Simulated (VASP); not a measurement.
Here is a VASP 6.6.1 calculation.

INCAR

```
SYSTEM = BN
PREC = Accurate ; ENCUT = 520
EDIFF = 1E-6 ; ISMEAR = 0
SIGMA = 0.05 ; LREAL = .FALSE.
LASPH = .TRUE. ; NELM = 80
ALGO = Normal ; ISIF = 2
LWAVE = .FALSE. ; LCHARG = .FALSE.
GGA = PS ; NBANDS = 16
```

File KPOINTS:

```
regular mesh
0
G
  12 12 4
  0 0 0
```

The input POSCAR:

```
BN
1.0
    2.5793644642      0.0000000000      0.0000000000
   -1.2896822321      2.2337951516      0.0000000000
    0.0000000000      0.0000000000      7.4234109280
B N
2 2
Direct
    0.3333333333      0.6666666667      0.2500000000
    0.6666666667      0.3333333333      0.7500000000
    0.3333333333      0.6666666667      0.7500000000
    0.6666666667      0.3333333333      0.2500000000
```

Potentials or basis: VASP PAW PBE potentials, release 64 (B, N).

Command:

```console
$ cat potpaw_PBE.64/B/POTCAR potpaw_PBE.64/N/POTCAR > POTCAR
$ mpirun -np 1 vasp_std > vasp.out
```

(1) Estimate the band gap on the k mesh.

(2) Predict the pressure.

Answers

(1) 4.19 eV, indirect (least direct gap 4.39 eV).

(2) -16.7 GPa.

Caveat: the PAW data sets were made with another functional, which shifts forces and pressure a little; this functional lacks dispersion, which binds the layers, so the pressure and a relaxed spacing across them are unreliable.
